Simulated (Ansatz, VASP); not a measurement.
**Two plane-wave programs on C**

```
C
1.0
     0.00000    0.00000    2.56784
     6.27294    0.00000    0.00000
    -3.13647    5.43252    0.00000
C
6
Direct
  0.50000 0.00000 0.00000
  0.00000 0.00000 0.00000
  0.25000 0.33333 0.66667
  0.75000 0.33333 0.66667
  0.25000 0.66667 0.33333
  0.75000 0.66667 0.33333
```

Alike in both runs: task single point; functional PBE; k mesh 10 × 6 × 6; occupations gaussian, width 0.1 eV; no spin polarisation.

```csv
,VASP,Ansatz
version,VASP 6.6.1,Ansatz 0.2.0
potentials or method,"VASP PAW PBE potentials, release 64 (C), cutoff 520 eV","scalar-relativistic, plane waves, PAW"
valence electrons in the cell,24,24
```

|  | VASP | Ansatz | Ansatz less VASP |
| --- | --- | --- | --- |
| gap on the k mesh at the Fermi level (eV) | none | none | - |
| pressure (GPa) | -0.2 | 0.0 | +0.15 |
| traceless stress, the component that is largest in VASP (GPa) | -0.16 | 0.02 | +0.187 |

A gap of «none» marks a metal or a gap that the smearing closes. The functional is the same, so the differences come from potentials, cutoffs and numerics.
